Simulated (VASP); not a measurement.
## AgI: single point with HF

AgI:

```
Ag I
1.0
     0.00000    3.28863    3.28863
     3.28863    0.00000    3.28863
     3.28863    3.28863    0.00000
Ag I
1 1
Direct
  0.00000 0.00000 0.00000
  0.25000 0.25000 0.25000
```

```json
{
  "Program": "VASP 6.6.1",
  "Task": "single point",
  "Functional": "HF",
  "Potentials or basis": "VASP PAW PBE potentials, release 64 (Ag, I)",
  "Cutoff": "400 eV",
  "k mesh": "4 × 4 × 4",
  "Occupations": "gaussian, width 0.01 eV",
  "Spin": "no spin polarisation"
}
```

```json
{"Pressure": "5.3 GPa", "Band gap on the k mesh": "8.92 eV"}
```

Levels at points of the mesh, in eV from the valence-band top:
```tsv
k point	band 5	band 6	band 7	band 8	band 9	band 10	band 11	band 12	band 13	band 14
(0.00, 0.00, 0.00)	-5.70	-5.70	0.00	0.00	0.00	8.92	13.64	13.64	13.64	17.34
(0.50, 0.00, 0.00)	-5.68	-5.56	-4.32	-0.81	-0.81	10.54	13.94	13.94	14.62	17.33
(0.50, 0.50, 0.00)	-5.64	-5.54	-3.51	-2.04	-2.04	10.57	11.58	16.59	18.27	18.27
```

It took 5.4 min on 1 thread of Intel(R) Xeon(R) Platinum 8559C (Emerald Rapids), with other jobs on the host, peak memory 0.18 GiB.

Caveat: the cell stands under pressure; the PAW data sets were made with another functional, which shifts forces and pressure a little; spin-orbit coupling is left out, which moves the levels of the heavy elements.
